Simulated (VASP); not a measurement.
# BN (Cm) in VASP: single point with PBE+D3(BJ)

Aim: the single point of BN with PBE+D3(BJ).

All numbers are computed with VASP 6.6.1; they aren't measurements. Logs are shortened: lines on timing, memory, paths and dates and some standing lists are left out, and cuts for length are marked.

### Step 1. The cell of the first run

The structure is monoclinic, space group Cm (No. 8). The conventional cell has a = 4.341 Å, b = 2.506 Å, c = 3.599 Å, α = 90.00°, β = 113.71°, γ = 90.00°. B (site symmetry m) has 3 N at 1.32 to 1.51 Å within 1.8 Å. N (site symmetry m) has 3 B at 1.32 to 1.51 Å within 1.8 Å.

### Step 2. Single point, PBE+D3(BJ)

The input, INCAR:

```
SYSTEM = BN
PREC     = Accurate       ! precision mode
ENCUT    = 600            ! plane-wave cutoff, eV
EDIFF    = 1E-6           ! SCF threshold, eV
ISMEAR   = 0              ! smearing method
SIGMA    = 0.05           ! smearing width, eV
LREAL    = .FALSE.        ! projectors in reciprocal space
LASPH    = .TRUE.         ! aspherical terms in the spheres
NELM     = 120            ! most SCF steps
ALGO     = Normal         ! electronic algorithm
ISIF     = 2              ! what is computed and relaxed
LWAVE    = .FALSE.        ! write WAVECAR
LCHARG   = .TRUE.         ! write CHGCAR
GGA      = PE             ! functional
IVDW     = 12             ! dispersion correction
LELF     = .TRUE.         ! ELF
LVHAR    = .TRUE.       
NBANDS   = 11             ! bands
GGA_COMPAT= .FALSE.
```

The input, KPOINTS:

```
regular mesh
0
G
  12 12 12
  0 0 0
```

The input, POSCAR:

```
BN
1.0
    1.2530568997      0.7234527383      3.2948845324
   -1.2530568997      0.7234527383      3.2948845324
    0.0000000000     -1.4469054767      3.2948845324
B N
1 1
Direct
    0.9420779608      1.0284690537      1.0284690537
    0.3327354554      0.3327354554      0.3327354554
```

Potentials or basis: VASP PAW PBE potentials, release 64 (B, N).

Started as:

```sh
$ cat potpaw_PBE.64/B/POTCAR potpaw_PBE.64/N/POTCAR > POTCAR
$ mpirun -np 1 vasp_std > vasp.out
```

OUTCAR:

```text
SYSTEM = BN
   PREC = Accurate
   ENCUT = 600
   EDIFF = 1E-6
   ISMEAR = 0
   LREAL = .FALSE.
   LASPH = .TRUE.
   NELM = 120
   ISIF = 2
   GGA = PE
   IVDW = 12
 IVDW          = 12

 ion  position               nearest neighbor table
   1  0.942  0.028  0.028-   2 1.32   2 1.51   2 1.51
   2  0.333  0.333  0.333-   1 1.32   1 1.51   1 1.51

  LATTYP: Found a trigonal (rhomboedric) cell.
 ALAT       =     3.5985829906
 COS(alpha) =     0.7575017916

  Lattice vectors:

 A1 = (   1.2530568997,   0.7234527383,   3.2948845324)
 A2 = (  -1.2530568997,   0.7234527383,   3.2948845324)
 A3 = (   0.0000000000,  -1.4469054767,   3.2948845324)

Analysis of symmetry for initial positions (statically):
=====================================================================
 Subroutine PRICEL returns:
 Original cell was already a primitive cell.

 Routine SETGRP: Setting up the symmetry group for a
 trigonal (rhombohedral) supercell.

 Subroutine GETGRP returns: Found  2 space group operations
 (whereof  2 operations were pure point group operations)
 out of a pool of 12 trial point group operations.

The static configuration has the point symmetry C_1h.

Analysis of symmetry for dynamics (positions and initial velocities):
=====================================================================
 Subroutine PRICEL returns:
 Original cell was already a primitive cell.

 Routine SETGRP: Setting up the symmetry group for a
 trigonal (rhombohedral) supercell.

 Subroutine GETGRP returns: Found  2 space group operations
 (whereof  2 operations were pure point group operations)
 out of a pool of 12 trial point group operations.

The dynamic configuration has the point symmetry C_1h.

 Subroutine INISYM returns: Found  2 space group operations
 (whereof  2 operations are pure point group operations),
 and found     1 'primitive' translations

----------------------------------------------------------------------------------------

                                     Primitive cell

  volume of cell :      17.9214

  direct lattice vectors                    reciprocal lattice vectors
     1.253056900  0.723452738  3.294884532     0.399024178  0.230376717  0.101166924
    -1.253056900  0.723452738  3.294884532    -0.399024178  0.230376717  0.101166924
     0.000000000 -1.446905477  3.294884532     0.000000000 -0.460753434  0.101166924

  length of vectors
     3.598582991  3.598582991  3.598582991     0.471729237  0.471729237  0.471729237

  position of ions in fractional coordinates (direct lattice)
     0.942077961  0.028469054  0.028469054
     0.332735455  0.332735455  0.332735455
[... 88 lines left out ...]
   NELECT =       8.0000    total number of electrons
   NUPDOWN=      -1.0000    fix difference up-down
   EMIN   =  10.00;   EMAX   =-10.00  energy-range for DOS
   EFERMI =   0.00;   METHOD = LEGACY
   ISMEAR =     0;   SIGMA  =   0.05  broadening in eV -4-tet -1-fermi 0-gaus
   EFERMI_NEDOS =   21; number of points for ismear=-14 and -15
   IALGO  =     38    algorithm
   IMIX   =      4    mixing-type and parameters
     AMIX     =   0.40;   BMIX     =  1.00
     AMIX_MAG =   1.60;   BMIX_MAG =  1.00
  volume/ion in A,a.u.               =       8.96        60.47
  Fermi-wavevector in a.u.,A,eV,Ry     =   1.251163  2.364356 21.298693  1.565410
  Thomas-Fermi vector in A             =   2.385124
   LORBIT       =      0    0 simple, 1 ext, 2 COOP (PROOUT), +10 PAW based schemes
   GGA     = PE    functional components
   LHFCALC =     F    Hartree Fock is set to
   AEXX    =    0.0000 exact exchange contribution
   IVDW    =    12    specifies the selected vdW correction
   LEPSILON=     F    determine dielectric tensor
   LRPA    =     F    only Hartree local field effects (RPA)
 non-spin polarized calculation
 Gauss-broadening in eV      SIGMA  =   0.05
  energy-cutoff  :      600.00
  volume of cell :       17.92
 maximum number of plane-waves:       613
 NGX is ok and might be reduce to    30
   NGX = 15   NGY = 15   NGZ = 15

 number of electron       8.0000000 magnetization

 Free energy of the ion-electron system (eV)
  ---------------------------------------------------
  ext. energy  EPLUGINS =         0.00000000
  ---------------------------------------------------
  free energy    TOTEN  =       -17.21204198 eV

  energy without entropy =      -17.21204198  energy(sigma->0) =      -17.21204198

 E-fermi :   2.5900     XC(G=0): -10.1127

 val. band max:        2.3861842665   @ k =   0.0000   0.0000   0.0000
 cond. band min:       5.7173051516   @ k =   0.0000   0.5000   0.5000
 fundamental gap:      3.3311208851
 Fermi energy:         2.5899850657

 k-point     1 :       0.0000    0.0000    0.0000
  band No.  band energies     occupation
      1     -15.4996      2.00000
      2      -1.7816      2.00000
      3      -0.3741      2.00000
      4       2.3862      2.00000
      5       7.5986      0.00000
      6      12.1464      0.00000
      7      15.4803      0.00000
      8      15.5534      0.00000
      9      17.5838      0.00000
     10      28.0736      0.00000
     11      29.7737      0.00000
[... 309 lines left out ...]
 k-point    24 :      -0.0833   -0.3333    0.0000
  band No.  band energies     occupation
      1     -13.7822      2.00000
      2      -3.6988      2.00000
      3      -1.4150      2.00000
      4      -0.2633      2.00000
      5      10.2185      0.00000
      6      11.9460      0.00000
      7      12.9529      0.00000
      8      19.2915      0.00000
      9      21.0570      0.00000
     10      22.3816      0.00000
     11      25.6278      0.00000

 [... further k-points ...]

------------------------ aborting loop because EDIFF is reached ----------------------------------------

 Edisp (eV)   -0.28461

 E8    (eV) :    -0.0835

  FORCE on cell =-STRESS in cart. coord.  units (eV):
  Direction    XX          YY          ZZ          XY          YZ          ZX
  --------------------------------------------------------------------------------------
  -------------------------------------------------------------------------------------
  Total       2.14048     0.14958    -0.02873     1.72417     0.00210     0.00364
  in kB     191.35884    13.37216    -2.56847   154.14099     0.18797     0.32557
  external pressure =       67.39 kB  Pullay stress =        0.00 kB

 VOLUME and BASIS-vectors are now :
 -----------------------------------------------------------------------------
  energy-cutoff  :      600.00
  volume of cell :       17.92
      direct lattice vectors                 reciprocal lattice vectors
     1.253056900  0.723452738  3.294884532     0.399024178  0.230376717  0.101166924
    -1.253056900  0.723452738  3.294884532    -0.399024178  0.230376717  0.101166924
     0.000000000 -1.446905477  3.294884532     0.000000000 -0.460753434  0.101166924

 POSITION                                       TOTAL-FORCE (eV/Angst)
 -----------------------------------------------------------------------------------
      1.14480      0.66095      3.29164         5.422564      3.130719      0.004660
      0.00000     -0.00000      3.28897        -5.422564     -3.130719     -0.004660
 -----------------------------------------------------------------------------------
    total drift:                               -0.000098     -0.000056     -0.000029

  FREE ENERGIE OF THE ION-ELECTRON SYSTEM (eV)
  ---------------------------------------------------
  free  energy   TOTEN  =       -17.4966533575 eV

  energy  without entropy=      -17.4966533575  energy(sigma->0) =      -17.49665336
```

stdout:

```text
POSCAR found type information on POSCAR B N
 POSCAR found :  2 types and       2 ions
 scaLAPACK will be used
 LDA part: xc-table for (Slater+PW92), standard interpolation
 POSCAR, INCAR and KPOINTS ok, starting setup
 FFT: planning ... GRIDC
 FFT: planning ... GRID_SOFT
 FFT: planning ... GRID
 WAVECAR not read
 entering main loop
```

Run time: 2.6 min. Hardware: 1 thread of Intel Xeon 6975P-C, shared host; peak memory 0.26 GiB.

What came out:

```yaml
Free_energy: -17.4967 eV
Pressure: 6.7 GPa
Largest_force: 6.261 eV/Å
Band_gap_on_the_k_mesh: 3.33 eV, indirect (least direct gap 4.25 eV)
Dispersion_energy_per_atom: -0.142 eV
```

Forces on the atoms (eV/Å):
```
B    5.423  3.131  0.005
N   -5.423 -3.131 -0.005
```

Stress tensor (GPa, compression positive):
```
19.14 15.41  0.03
15.41  1.34  0.02
 0.03  0.02 -0.26
```

Caveat: the cell differs from its parent crystal (all B atoms moved +0.125 Å, as atom 1 towards its neighbour atom 2 (N) at 1.447 Å); forces of over 1 eV/Å act on the atoms, so gaps and moduli don't describe the material at rest. A k mesh can miss the band edges.
